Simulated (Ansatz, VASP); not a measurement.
# BN in VASP and in Ansatz

INCAR

```
SYSTEM = BN
ALGO = Normal ; EDIFF = 1E-6
ENCUT = 520 ; GGA = PS
ISIF = 2 ; ISMEAR = -1
LASPH = .True. ; LCHARG = .False.
LREAL = .False. ; LWAVE = .False.
NBANDS = 16 ; NELM = 100
PREC = Accurate ; SIGMA = 0.05
```

The input KPOINTS:

```
k-points
0
Gamma
  12 12 6
  0 0 0
```

POSCAR

```
BN
1.0
    2.5708536019      0.0000000000      0.0000000000
   -1.2854268010      2.2264245287      0.0000000000
    0.0000000000      0.0000000000      4.2548482330
N B
2 2
Direct
    0.3333333333      0.6666666667      0.1252760000
    0.6666666667      0.3333333333      0.6252760000
    0.3333333333      0.6666666667      0.4997240000
    0.6666666667      0.3333333333      0.9997240000
```

The input input.yaml:

```yaml
crystal:
  lattice:
    - [2.5708536019, 0.0, 0.0]
    - [-1.285426801, 2.2264245287, 0.0]
    - [0.0, 0.0, 4.254848233]
  atoms:
    - { symbol: "N", position: [0.3333333333, 0.6666666667, 0.125276] }
    - { symbol: "N", position: [0.6666666667, 0.3333333333, 0.625276] }
    - { symbol: B, position: [0.3333333333, 0.6666666667, 0.499724] }
    - { symbol: B, position: [0.6666666667, 0.3333333333, 0.999724] }
kpoints:
  mp_grid: { grid: [12, 12, 6] }
scf:
  occupations: { method: fermi_dirac, width: 0.05 }
hamiltonian:
  xc: pbesol
  pseudopotentials: { kind: all_electron, lapw: { basis_error: 0.002 } }
output:
  forces: true
  stress: true
  eigenvalues: true
```

Change from the starting cell: volume scaled by 1.02.

Alike in both runs: task single point; functional PBEsol; k mesh 12 × 12 × 6; occupations fermi-dirac, width 0.05 eV; no spin polarisation.

|  | VASP | Ansatz |
| --- | --- | --- |
| version | VASP 6.6.1 | Ansatz 0.2.0 |
| potentials or method | VASP PAW PBE potentials, release 64 (N, B), cutoff 520 eV | all-electron LAPW, scalar-relativistic |

Ansatz gave:

```
gap on the k mesh at the Fermi level (eV)                     : 5.01
least direct gap on the mesh (eV)                             : 8.05
pressure (GPa)                                                : -12.8
traceless stress, the component that is largest in VASP (GPa) : -0.43
rms of the force components (eV/Å)                            : 0.016
```

Problem. Which values does VASP return?

Solution. gap on the k mesh at the Fermi level (eV): 5.00; least direct gap on the mesh (eV): 8.05; pressure (GPa): -12.4; traceless stress, the component that is largest in VASP (GPa): -0.47; rms of the force components (eV/Å): 0.014.

VASP's potentials were made for PBE, not for PBEsol. Atom by atom the forces differ by 0.002 eV/Å (rms over components). Ansatz ran all-electron here, and VASP with PAW potentials.
